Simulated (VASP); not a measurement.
Input of a VASP 6.6.1 run:

The input INCAR:

```
ALGO = Normal
EDIFF = 1E-6
ENCUT = 600
GGA = PE
GGA_COMPAT = False
ISIF = 2
ISMEAR = 0
LASPH = True
LCHARG = False
LREAL = False
LWAVE = False
NBANDS = 19
NELM = 120
PREC = Accurate
SIGMA = 0.02
```

File KPOINTS:

```
k-points
0
Gamma
  6 6 6
```

File POSCAR:

```
BaF2
1.0
    0.0000000000      3.1228293260      3.1228293260
    3.1228293260      0.0000000000      3.1228293260
    3.1228293260      3.1228293260      0.0000000000
Ba F
1 2
Direct
    0.0000000000      0.0000000000      0.0000000000
    0.2500000000      0.2500000000      0.2500000000
    0.7500000000      0.7500000000      0.7500000000
```

Potentials or basis: VASP PAW PBE potentials, release 64 (Ba_sv, F).

Run with:

```console
$ cat potpaw_PBE.64/Ba_sv/POTCAR potpaw_PBE.64/F/POTCAR > POTCAR
$ mpirun -np 1 vasp_std > vasp.out
```

Estimate the pressure.

0.9 GPa.

What does it give for the band gap on the k mesh?

6.68 eV (least direct gap 6.74 eV).

Caveat: spin-orbit coupling is left out, which moves the levels of the heavy elements. A k mesh can miss the band edges.
